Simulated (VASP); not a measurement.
# RbCl (rocksalt type) (Fm-3m) in VASP: relaxation of cell and atoms with PBE

Aim: the relaxation of cell and atoms of RbCl (rocksalt type) with PBE.

All numbers are computed with VASP 6.6.1; they aren't measurements. Logs are shortened: lines on timing, memory, paths and dates and some standing lists are left out, and cuts for length are marked.

## (1) The cell of the first run

The structure is cubic, space group Fm-3m (No. 225). The conventional cell has a = 5.821 Å, b = 5.821 Å, c = 5.821 Å, α = 90.00°, β = 90.00°, γ = 90.00°. Rb (site symmetry m-3m) has 6 Cl at 2.91 Å within 3.8 Å. Cl (site symmetry m-3m) has 6 Rb at 2.91 Å within 3.8 Å.

## (2) Relaxation of cell and atoms, PBE

File INCAR:

```
  PREC = Accurate
  ENCUT = 500
  EDIFF = 1E-7
  ISMEAR = -1
  SIGMA = 0.05
  LREAL = F
  LASPH = T
  NELM = 120
  ALGO = Normal
  ISIF = 3
  LWAVE = F
  LCHARG = F
  GGA = PE
  IBRION = 2
  NSW = 100
  EDIFFG = -0.005
  GGA_COMPAT = F
  NELMIN = 4
```

File KPOINTS:

```
Automatic mesh
0
Gamma
  10 10 10
```

File POSCAR:

```
RbCl
1.0
    0.0000000000      2.9102979194      2.9102979194
    2.9102979194      0.0000000000      2.9102979194
    2.9102979194      2.9102979194      0.0000000000
Rb Cl
1 1
Direct
    0.0000000000      0.0000000000      0.0000000000
    0.5000000000      0.5000000000      0.5000000000
```

Potentials or basis: VASP PAW PBE potentials, release 64 (Rb_sv, Cl).

On the command line:

```bash
cat potpaw_PBE.64/Rb_sv/POTCAR potpaw_PBE.64/Cl/POTCAR > POTCAR
mpirun -np 1 vasp_std > vasp.out
```

OUTCAR:

```text
PREC = Accurate
   ENCUT = 500
   EDIFF = 1E-7
   ISMEAR = -1
   LREAL = F
   LASPH = T
   NELM = 120
   ISIF = 3
   GGA = PE
   IBRION = 2
   NSW = 100
   EDIFFG = -0.005
   NELMIN = 4

 ion  position               nearest neighbor table
   1  0.000  0.000  0.000-   2 2.91   2 2.91   2 2.91   2 2.91   2 2.91   2 2.91
   2  0.500  0.500  0.500-   1 2.91   1 2.91   1 2.91   1 2.91   1 2.91   1 2.91

  LATTYP: Found a face centered cubic cell.
 ALAT       =     5.8205958388

  Lattice vectors:

 A1 = (   0.0000000000,   2.9102979194,   2.9102979194)
 A2 = (   2.9102979194,   0.0000000000,   2.9102979194)
 A3 = (   2.9102979194,   2.9102979194,   0.0000000000)

Analysis of symmetry for initial positions (statically):
=====================================================================
 Subroutine PRICEL returns:
 Original cell was already a primitive cell.

 Routine SETGRP: Setting up the symmetry group for a
 face centered cubic supercell.

 Subroutine GETGRP returns: Found 48 space group operations
 (whereof 48 operations were pure point group operations)
 out of a pool of 48 trial point group operations.

The static configuration has the point symmetry O_h .

Analysis of symmetry for dynamics (positions and initial velocities):
=====================================================================
 Subroutine PRICEL returns:
 Original cell was already a primitive cell.

 Routine SETGRP: Setting up the symmetry group for a
 face centered cubic supercell.

 Subroutine GETGRP returns: Found 48 space group operations
 (whereof 48 operations were pure point group operations)
 out of a pool of 48 trial point group operations.

The dynamic configuration has the point symmetry O_h .

 Subroutine INISYM returns: Found 48 space group operations
 (whereof 48 operations are pure point group operations),
 and found     1 'primitive' translations

----------------------------------------------------------------------------------------

                                     Primitive cell

  volume of cell :      49.2995

  direct lattice vectors                    reciprocal lattice vectors
     0.000000000  2.910297919  2.910297919    -0.171803717  0.171803717  0.171803717
     2.910297919  0.000000000  2.910297919     0.171803717 -0.171803717  0.171803717
     2.910297919  2.910297919  0.000000000     0.171803717  0.171803717 -0.171803717

  length of vectors
     4.115782788  4.115782788  4.115782788     0.297572767  0.297572767  0.297572767

  position of ions in fractional coordinates (direct lattice)
     0.000000000  0.000000000  0.000000000
     0.500000000  0.500000000  0.500000000

[... 68 lines left out ...]
   ISTART =      0    job   : 0-new  1-cont  2-samecut
   ICHARG =      2    charge: 1-file 2-atom 10-const
   ISPIN  =      1    spin polarized calculation?
   LNONCOLLINEAR =      F non collinear calculations
   LSORBIT =      F    spin-orbit coupling
   LASPH  =      T    aspherical Exc in radial PAW
   ENCUT  =  500.0 eV  36.75 Ry    6.06 a.u.   7.50  7.50  7.50*2*pi/ulx,y,z
   NELM   =    120;   NELMIN=  4; NELMDL= -5     # of ELM steps
   EDIFF  = 0.1E-06   stopping-criterion for ELM
   LREAL  =      F    real-space projection
   EDIFFG = -.5E-02   stopping-criterion for IOM
   NSW    =    100    number of steps for IOM
   IBRION =      2    ionic relax: 0-MD 1-quasi-New 2-CG
   NFREE  =      1    steps in history (QN), initial steepest desc. (CG)
   ISIF   =      3    stress and relaxation
   ISYM   =      2    0-nonsym 1-usesym 2-fastsym
   POTIM  = 0.5000    time-step for ionic-motion
   TEBEG  =    0.0;   TEEND  =   0.0 temperature during run
   PSTRESS=    0.0 pullay stress
   NELECT =      16.0000    total number of electrons
   NUPDOWN=      -1.0000    fix difference up-down
   EMIN   =  10.00;   EMAX   =-10.00  energy-range for DOS
   EFERMI =   0.00;   METHOD = LEGACY
   ISMEAR =    -1;   SIGMA  =   0.05  broadening in eV -4-tet -1-fermi 0-gaus
   EFERMI_NEDOS =   21; number of points for ismear=-14 and -15
   IALGO  =     38    algorithm
   IMIX   =      4    mixing-type and parameters
     AMIX     =   0.40;   BMIX     =  1.00
     AMIX_MAG =   1.60;   BMIX_MAG =  1.00
  volume/ion in A,a.u.               =      24.65       166.34
  Fermi-wavevector in a.u.,A,eV,Ry     =   1.125038  2.126014 17.221052  1.265712
  Thomas-Fermi vector in A             =   2.261713
   LORBIT       =      0    0 simple, 1 ext, 2 COOP (PROOUT), +10 PAW based schemes
   GGA     = PE    functional components
   LHFCALC =     F    Hartree Fock is set to
   AEXX    =    0.0000 exact exchange contribution
   IVDW    =     0    specifies the selected vdW correction
   LEPSILON=     F    determine dielectric tensor
   LRPA    =     F    only Hartree local field effects (RPA)
 conjugate gradient relaxation of ions
 non-spin polarized calculation
  energy-cutoff  :      500.00
  volume of cell :       49.30
 maximum number of plane-waves:      1271
   NGX = 15   NGY = 15   NGZ = 15

--------------------------------------- Ionic step        1  -------------------------------------------

 number of electron      16.0000001 magnetization

 Free energy of the ion-electron system (eV)
  ---------------------------------------------------
  ext. energy  EPLUGINS =         0.00000000
  ---------------------------------------------------
  free energy    TOTEN  =        -5.75128091 eV

  energy without entropy =       -5.75128091  energy(sigma->0) =       -5.75128091

 E-fermi :   1.1199     XC(G=0):  -8.9605

 val. band max:        0.0431879196   @ k =   0.5000   0.5000   0.0000
 cond. band min:       5.5560735642   @ k =   0.5000   0.5000   0.0000
 fundamental gap:      5.5128856446
 Fermi energy:         1.1198760627

 k-point     1 :       0.0000    0.0000    0.0000
  band No.  band energies     occupation
      1     -23.3311      2.00000
      2     -12.4542      2.00000
      3      -7.3359      2.00000
      4      -7.3359      2.00000
      5      -7.3359      2.00000
      6       0.0021      2.00000
      7       0.0021      2.00000
      8       0.0021      2.00000
      9       6.4355      0.00000
     10       7.9133      0.00000
     11       7.9133      0.00000
     12       7.9133      0.00000
[... 488 lines left out ...]
--------------------------------------- Ionic step        5  -------------------------------------------

 number of electron      16.0000004 magnetization

 Free energy of the ion-electron system (eV)
  ---------------------------------------------------
  ext. energy  EPLUGINS =         0.00000000
  ---------------------------------------------------
  free energy    TOTEN  =        -6.66757879 eV

  energy without entropy =       -6.66757879  energy(sigma->0) =       -6.66757879

 E-fermi :  -0.8924     XC(G=0):  -7.1309

 val. band max:       -2.0760507034   @ k =   0.0000   0.0000   0.0000
 cond. band min:       2.7476780812   @ k =   0.0000   0.0000   0.0000
 fundamental gap:      4.8237287846
 Fermi energy:        -0.8923869411

 k-point     1 :       0.0000    0.0000    0.0000
  band No.  band energies     occupation
      1     -26.1350      2.00000
      2     -14.0292      2.00000
      3     -10.1840      2.00000
      4     -10.1840      2.00000
      5     -10.1840      2.00000
      6      -2.0761      2.00000
      7      -2.0761      2.00000
      8      -2.0761      2.00000
      9       2.7477      0.00000
     10       5.8743      0.00000
     11       5.8743      0.00000
     12       5.8743      0.00000
[... 374 lines left out ...]
  FREE ENERGIE OF THE ION-ELECTRON SYSTEM (eV)
  ---------------------------------------------------
  free  energy   TOTEN  =        -6.6675787934 eV

  energy  without entropy=       -6.6675787934  energy(sigma->0) =       -6.66757879

 reached required accuracy - stopping structural energy minimisation
```

CONTCAR:

```text
RbCl
   1.00000000000000
     0.0000000000000000    3.3522409281023178    3.3522409281023178
     3.3522409281023178    0.0000000000000000    3.3522409281023178
     3.3522409281023178    3.3522409281023178   -0.0000000000000000
  Rb              Cl
     1     1
Direct
     0.0000000000000000    0.0000000000000000    0.0000000000000000
     0.5000000000000000    0.5000000000000000    0.5000000000000000

  0.00000000E+00  0.00000000E+00  0.00000000E+00
  0.00000000E+00  0.00000000E+00  0.00000000E+00
```

Wall time 1.7 min (1 thread of AMD EPYC 7R13 (Zen 3), shared host); peak memory 0.16 GiB.

Results:

```
Free energy                           : -6.6676 eV
Relaxed volume                        : 37.67 Å³/atom
Relaxed cell                          : a = 4.741 Å, b = 4.741 Å, c = 4.741 Å, α = 60.00°, β = 60.00°, γ = 60.00°
Space group after relaxing (to 0.1 Å) : Fm-3m (No. 225)
Energy gained by relaxing             : 458.1 meV/atom
Ionic steps                           : 5
Pressure after relaxing               : 0.0 GPa
Band gap on the k mesh                : 4.82 eV
```

The path:
```tsv
step	energy change (eV)	largest force (eV/Å)	pressure (GPa)	volume (Å³)
1	0.0000	0.0000	17.29	49.30
2	-0.9035	0.0000	0.99	70.82
3	-0.9132	0.0000	0.46	73.00
4	-0.9135	0.0000	-0.39	77.50
5	-0.9163	0.0000	-0.02	75.34
```

Final structure:
```xyz
2
Lattice="0.0000 3.3522 3.3522 3.3522 0.0000 3.3522 3.3522 3.3522 0.0000" Properties=species:S:1:pos:R:3 pbc="T T T"
Rb    0.0000    0.0000    0.0000
Cl    3.3522    3.3522    3.3522
```

Caveat: the volume moved by over 15 % at a fixed basis, so the end points are rough.
